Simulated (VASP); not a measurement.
# CaO (rock salt type) (Fm-3m) in VASP: a series of runs, part 2 of 2

VASP 6.6.1.

## 5. Single point, r2SCAN

This run uses another cell than the first one, of 13.39 Å³/atom.

POSCAR

```
CaO
1.0
    0.0000000000      2.3746279479      2.3746279479
    2.3746279479      0.0000000000      2.3746279479
    2.3746279479      2.3746279479      0.0000000000
Ca O
1 1
Direct
    0.0000000000      0.0000000000      0.0000000000
    0.5000000000      0.5000000000      0.5000000000
```

INCAR.step1

```
SYSTEM = CaO
ALGO     = Normal         ! electronic algorithm
EDIFF    = 1E-4           ! SCF threshold, eV
ENCUT    = 520            ! plane-wave cutoff, eV
GGA      = PE             ! functional
ISMEAR   = -1             ! smearing method
LASPH    = .True.         ! aspherical terms in the spheres
LCHARG   = .False.        ! write CHGCAR
LREAL    = .False.        ! projectors in reciprocal space
LWAVE    = .True.         ! write WAVECAR
NBANDS   = 15             ! bands
NELM     = 80             ! most SCF steps
PREC     = Accurate       ! precision mode
SIGMA    = 0.1            ! smearing width, eV
```

INCAR.step2

```
SYSTEM = CaO
ALGO     = Normal         ! electronic algorithm
EDIFF    = 1E-6           ! SCF threshold, eV
ENCUT    = 520            ! plane-wave cutoff, eV
ISIF     = 2              ! what is computed and relaxed
ISMEAR   = -1             ! smearing method
ISTART   = 1            
LASPH    = .True.         ! aspherical terms in the spheres
LCHARG   = .False.        ! write CHGCAR
LMIXTAU  = .True.       
LREAL    = .False.        ! projectors in reciprocal space
LWAVE    = .False.        ! write WAVECAR
METAGGA  = R2SCAN         ! meta-GGA
NBANDS   = 15             ! bands
NELM     = 80             ! most SCF steps
PREC     = Accurate       ! precision mode
SIGMA    = 0.1            ! smearing width, eV
```

KPOINTS

```
k-points
0
Gamma
  12 12 12
  0 0 0
```

Potentials or basis: VASP PAW PBE potentials, release 64 (Ca_sv, O).

Run with:

```console
> cat potpaw_PBE.64/Ca_sv/POTCAR potpaw_PBE.64/O/POTCAR > POTCAR
> cp INCAR.step1 INCAR
> mpirun -np 1 vasp_std > vasp.out
> cp INCAR.step2 INCAR
> mpirun -np 1 vasp_std > vasp.out
```

OUTCAR:

```text
SYSTEM = CaO
   EDIFF = 1E-6
   ENCUT = 520
   ISIF = 2
   ISMEAR = -1
   ISTART = 1
   LASPH = .True.
   LREAL = .False.
   METAGGA = R2SCAN
   NELM = 80
   PREC = Accurate

 ion  position               nearest neighbor table
   1  0.000  0.000  0.000-   2 2.37   2 2.37   2 2.37   2 2.37   2 2.37   2 2.37
   2  0.500  0.500  0.500-   1 2.37   1 2.37   1 2.37   1 2.37   1 2.37   1 2.37

  LATTYP: Found a face centered cubic cell.
 ALAT       =     4.7492558958

  Lattice vectors:

 A1 = (   0.0000000000,   2.3746279479,   2.3746279479)
 A2 = (   2.3746279479,   0.0000000000,   2.3746279479)
 A3 = (   2.3746279479,   2.3746279479,   0.0000000000)

Analysis of symmetry for initial positions (statically):
=====================================================================
 Subroutine PRICEL returns:
 Original cell was already a primitive cell.

 Routine SETGRP: Setting up the symmetry group for a
 face centered cubic supercell.

 Subroutine GETGRP returns: Found 48 space group operations
 (whereof 48 operations were pure point group operations)
 out of a pool of 48 trial point group operations.

The static configuration has the point symmetry O_h .

Analysis of symmetry for dynamics (positions and initial velocities):
=====================================================================
 Subroutine PRICEL returns:
 Original cell was already a primitive cell.

 Routine SETGRP: Setting up the symmetry group for a
 face centered cubic supercell.

 Subroutine GETGRP returns: Found 48 space group operations
 (whereof 48 operations were pure point group operations)
 out of a pool of 48 trial point group operations.

The dynamic configuration has the point symmetry O_h .

 Subroutine INISYM returns: Found 48 space group operations
 (whereof 48 operations are pure point group operations),
 and found     1 'primitive' translations

----------------------------------------------------------------------------------------

                                     Primitive cell

  volume of cell :      26.7804

  direct lattice vectors                    reciprocal lattice vectors
     0.000000000  2.374627948  2.374627948    -0.210559301  0.210559301  0.210559301
     2.374627948  0.000000000  2.374627948     0.210559301 -0.210559301  0.210559301
     2.374627948  2.374627948  0.000000000     0.210559301  0.210559301 -0.210559301

  length of vectors
     3.358231050  3.358231050  3.358231050     0.364699407  0.364699407  0.364699407

  position of ions in fractional coordinates (direct lattice)
     0.000000000  0.000000000  0.000000000
     0.500000000  0.500000000  0.500000000

  ion indices of the primitive-cell ions
   primitive index   ion index
                 1           1
                 2           2

----------------------------------------------------------------------------------------

 KPOINTS: k-points

Automatic generation of k-mesh.
 Grid dimensions read from file:
 generate k-points for:   12   12   12

 Generating k-lattice:

  Cartesian coordinates                     Fractional coordinates (reciprocal lattice)
[... 39 lines left out ...]
  0.500000  0.166667  0.000000     24.000000
 -0.416667  0.166667  0.000000     24.000000
 [... further k-points ...]
   k-points           NKPTS =     72   k-points in BZ     NKDIM =     72   number of bands    NBANDS=     15
   number of dos      NEDOS =    301   number of ions     NIONS =      2
   total plane-waves  NPLWV =  21952
   dimension x,y,z NGX =    28 NGY =   28 NGZ =   28
   dimension x,y,z NGXF=    56 NGYF=   56 NGZF=   56
   ions per type =               1   1
   NGX,Y,Z   is equivalent  to a cutoff of  13.86, 13.86, 13.86 a.u.
   NGXF,Y,Z  is equivalent  to a cutoff of  27.72, 27.72, 27.72 a.u.
 SYSTEM =  CaO
   PREC   = accura    normal or accurate (medium, high low for compatibility)
   ISTART =      1    job   : 0-new  1-cont  2-samecut
   ICHARG =      0    charge: 1-file 2-atom 10-const
   ISPIN  =      1    spin polarized calculation?
   LNONCOLLINEAR =      F non collinear calculations
   LSORBIT =      F    spin-orbit coupling
   LASPH  =      T    aspherical Exc in radial PAW
   ENCUT  =  520.0 eV  38.22 Ry    6.18 a.u.   6.24  6.24  6.24*2*pi/ulx,y,z
   NELM   =     80;   NELMIN=  2; NELMDL=  0     # of ELM steps
   EDIFF  = 0.1E-05   stopping-criterion for ELM
   LREAL  =      F    real-space projection
   EDIFFG = 0.1E-04   stopping-criterion for IOM
   NSW    =      0    number of steps for IOM
   IBRION =     -1    ionic relax: 0-MD 1-quasi-New 2-CG
   NFREE  =      0    steps in history (QN), initial steepest desc. (CG)
   ISIF   =      2    stress and relaxation
   ISYM   =      2    0-nonsym 1-usesym 2-fastsym
   POTIM  = 0.5000    time-step for ionic-motion
   TEBEG  =    0.0;   TEEND  =   0.0 temperature during run
   PSTRESS=    0.0 pullay stress
   NELECT =      16.0000    total number of electrons
   NUPDOWN=      -1.0000    fix difference up-down
   EMIN   =  10.00;   EMAX   =-10.00  energy-range for DOS
   EFERMI =   0.00;   METHOD = LEGACY
   ISMEAR =    -1;   SIGMA  =   0.10  broadening in eV -4-tet -1-fermi 0-gaus
   EFERMI_NEDOS =   21; number of points for ismear=-14 and -15
   IALGO  =     38    algorithm
   IMIX   =      4    mixing-type and parameters
     AMIX     =   0.40;   BMIX     =  1.00
     AMIX_MAG =   1.60;   BMIX_MAG =  1.00
  volume/ion in A,a.u.               =      13.39        90.36
  Fermi-wavevector in a.u.,A,eV,Ry     =   1.378825  2.605602 25.866842  1.901159
  Thomas-Fermi vector in A             =   2.503851
   LORBIT       =      0    0 simple, 1 ext, 2 COOP (PROOUT), +10 PAW based schemes
   METAGGA = R2SCAN    functional components
   LHFCALC =     F    Hartree Fock is set to
   AEXX    =    0.0000 exact exchange contribution
   IVDW    =     0    specifies the selected vdW correction
   LEPSILON=     F    determine dielectric tensor
   LRPA    =     F    only Hartree local field effects (RPA)
 non-spin polarized calculation
  energy-cutoff  :      520.00
  volume of cell :       26.78
 maximum number of plane-waves:       745
 NGX is ok and might be reduce to    28
   NGX = 13   NGY = 13   NGZ = 13

 number of electron      15.9999997 magnetization

 Free energy of the ion-electron system (eV)
  ---------------------------------------------------
  ext. energy  EPLUGINS =         0.00000000
  ---------------------------------------------------
  free energy    TOTEN  =       -19.43807343 eV

  energy without entropy =      -19.43807343  energy(sigma->0) =      -19.43807343

 E-fermi :   4.2786     XC(G=0): -11.2657

 val. band max:        2.2206060815   @ k =   0.0000   0.0000   0.0000
 cond. band min:       6.3970723287   @ k =   0.5000   0.5000   0.0000
 fundamental gap:      4.1764662472
 Fermi energy:         4.2785867009

 k-point     1 :       0.0000    0.0000    0.0000
  band No.  band energies     occupation
      1     -36.6857      2.00000
      2     -16.5502      2.00000
      3     -16.5502      2.00000
      4     -16.5502      2.00000
      5     -14.3226      2.00000
      6       2.2206      2.00000
      7       2.2206      2.00000
      8       2.2206      2.00000
      9       7.9589      0.00000
     10       9.1620      0.00000
     11       9.1620      0.00000
     12       9.1620      0.00000
     13      10.8212      0.00000
     14      10.8212      0.00000
[... 401 lines left out ...]
      2     -17.7663      2.00000
      3     -16.7584      2.00000
      4     -16.6349      2.00000
      5     -13.0891      2.00000
      6      -0.0930      2.00000
      7       1.0367      2.00000
      8       1.0557      2.00000
      9       9.8995      0.00000
     10      10.2575      0.00000
     11      11.5082      0.00000
     12      12.2810      0.00000
     13      13.6421      0.00000
     14      14.6416      0.00000
     15      17.7369      0.00000

 [... further k-points ...]

------------------------ aborting loop because EDIFF is reached ----------------------------------------

  FORCE on cell =-STRESS in cart. coord.  units (eV):
  Direction    XX          YY          ZZ          XY          YZ          ZX
  --------------------------------------------------------------------------------------
  -------------------------------------------------------------------------------------
  Total        0.7963969      0.7963969      0.7963969      0.0000000      0.0000000      0.0000000
  in kB       47.6456683     47.6456683     47.6456683      0.0000000      0.0000000      0.0000000
  external PRESSURE =      47.6456683 kB  Pullay stress =       0.0000000 kB

 VOLUME and BASIS-vectors are now :
 -----------------------------------------------------------------------------
  energy-cutoff  :      520.00
  volume of cell :       26.78
      direct lattice vectors                 reciprocal lattice vectors
     0.000000000  2.374627948  2.374627948    -0.210559301  0.210559301  0.210559301
     2.374627948  0.000000000  2.374627948     0.210559301 -0.210559301  0.210559301
     2.374627948  2.374627948  0.000000000     0.210559301  0.210559301 -0.210559301

 POSITION                                       TOTAL-FORCE (eV/Angst)
 -----------------------------------------------------------------------------------
      0.00000      0.00000      0.00000         0.000000     -0.000000      0.000000
      2.37463      2.37463      2.37463        -0.000000      0.000000     -0.000000
 -----------------------------------------------------------------------------------
    total drift:                                0.000000      0.000000      0.000000

  FREE ENERGIE OF THE ION-ELECTRON SYSTEM (eV)
  ---------------------------------------------------
  free  energy   TOTEN  =       -19.4380734270 eV

  energy  without entropy=      -19.4380734268  energy(sigma->0) =      -19.43807343
```

Wall time 2.2 min (1 thread of Intel Xeon Platinum 8259CL at 2.50GHz (Skylake/Cascade Lake), shared host); peak memory 0.18 GiB.

Results:

| Item | Value |
| --- | --- |
| Free energy | -19.4381 eV |
| Pressure | 4.8 GPa |
| Band gap on the k mesh | 4.18 eV (least direct gap 4.54 eV) |

Caveat: the cell stands under pressure; the PAW data sets were made with another functional, which shifts forces and pressure a little.

## 6. Summary

| level | cell | k mesh | smearing | gap on the mesh (eV) | pressure (GPa) |
| --- | --- | --- | --- | --- | --- |
| PBE | a = 3.483 Å, angles 60.0°, 2 atoms | 13 × 13 × 13 | fermi-dirac 0.0612256 eV | 3.67 | -5.0 |
| r2SCAN | a = 3.323 Å, angles 60.0°, 2 atoms | 12 × 12 × 12 | fermi-dirac 0.1 eV | 4.16 | 9.6 |
| r2SCAN | a = 3.358 Å, angles 60.0°, 2 atoms | 12 × 12 × 12 | fermi-dirac 0.1 eV | 4.18 | 4.8 |

Alike in all rows: task single point; potentials or basis VASP PAW PBE potentials, release 64 (Ca_sv, O); no spin polarisation; cutoff (eV) 520.

Caveats: the cell stands under pressure (at least some runs); the PAW data sets were made with another functional, which shifts forces and pressure a little (at least some runs); the cell stands under tension (at least some runs); an odd mesh through Γ misses points on the zone boundary, where band edges can lie (at least some runs).

Total energies depend on the potentials used, so only differences within one code and one set of settings carry meaning.
